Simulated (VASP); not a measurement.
Al7ZnN7 (a cell with a defect): single point with PBEsol

Crystal: Al7ZnN7 (a cell with a defect).

```
CELL_PARAMETERS angstrom
6.22763 0.00000 0.00000
0.00000 5.39329 0.00000
0.00000 0.00000 4.98353
ATOMIC_POSITIONS crystal
Al 0.25997 0.17176 0.49367
Al 0.99618 0.67196 0.49096
Al 0.74386 0.16246 0.49876
Al 0.99601 0.33829 0.01304
Al 0.49178 0.33395 0.99308
Al 0.24764 0.82848 0.98673
Al 0.75757 0.82588 0.99319
Zn 0.49666 0.65129 0.49948
N 0.00287 0.32872 0.37118
N 0.24924 0.84208 0.37208
N 0.76260 0.84349 0.37533
N 0.25168 0.17313 0.88607
N 0.00369 0.66517 0.87685
N 0.73740 0.16215 0.88053
N 0.49271 0.66247 0.88441
```

```json
{
 "Program": "VASP 6.6.1",
 "Task": "single point",
 "Functional": "PBEsol",
 "Potentials or basis": "VASP PAW PBE potentials, release 64 (Al, Zn, N)",
 "Cutoff": "520 eV",
 "k mesh": "2 × 2 × 2, shifted",
 "Occupations": "fermi-dirac, width 0.05 eV",
 "Spin": "collinear spin",
 "Starting moments": "[0.143, 0.0, 0.143, 0.0, 0.143, 0.0, 0.0, 0.143, 0.0, 0.143, 0.143, 0.0, 0.0, 0.0, 0.143] μB",
 "Dipole correction": "no",
 "Charge": "1",
 "Further INCAR settings": "LREAL = Auto; ALGO = Normal; EDIFF = 1e-06; NBANDS = 51; NELECT = 67.0"
}
```

The largest force is 2.503 eV/Å, the net moment is 0.94 μB per cell and the site moments are Al +0.03, +0.01, +0.02, +0.00; Zn +0.06; N +0.04, +0.10, +0.07, +0.01 μB. The valence electrons inside the program's atomic spheres are Al 0.75, 0.79, 0.76, 0.80, 0.81; Zn 10.91; N 3.81, 3.75, 3.79, 3.80, 3.84.

Forces on the atoms (eV/Å):
```
Al  -1.654 -0.779  0.817
Al   1.039 -0.404  0.655
Al   1.659 -0.063  0.525
Al  -0.044 -0.369 -2.476
Al   0.762  0.384 -0.980
Al   0.179  0.716  0.605
Al  -1.097  0.142  0.112
Zn   0.393  0.758 -0.640
N   -0.431  0.651  1.822
N   -0.076  0.075 -0.146
N   -1.200 -0.331 -0.596
N   -0.734 -0.547 -0.617
N   -0.551 -0.349 -0.441
N    0.548  0.659  0.194
N    1.208 -0.543  1.165
```

Levels at points of the mesh, in eV from the Fermi level:
Spin up:
```
           k point  band 30  band 31  band 32  band 33  band 34  band 35  band 36  band 37  band 38  band 39
(0.25, 0.25, 0.25)    -1.16    -0.95    -0.63    -0.36    -0.22     3.44     3.64     3.96     5.63     6.03
```
Spin down:
```tsv
k point	band 31	band 32	band 33	band 34	band 35	band 36
(0.25, 0.25, 0.25)	-0.88	-0.48	-0.24	0.14	3.68	3.89
```

Run time: 2.5 min on 1 thread of Oxide Virtual Turin-like Processor (shared host), peak memory 0.3 GiB.

Caveat: the k points lie up to 0.63 Å⁻¹ apart; the cell carries a net charge on a neutralising background, which shifts energy and pressure; the cell is charged against a uniform background, so pressure and absolute levels hang on convention; the PAW data sets were made with another functional, which shifts forces and pressure a little.
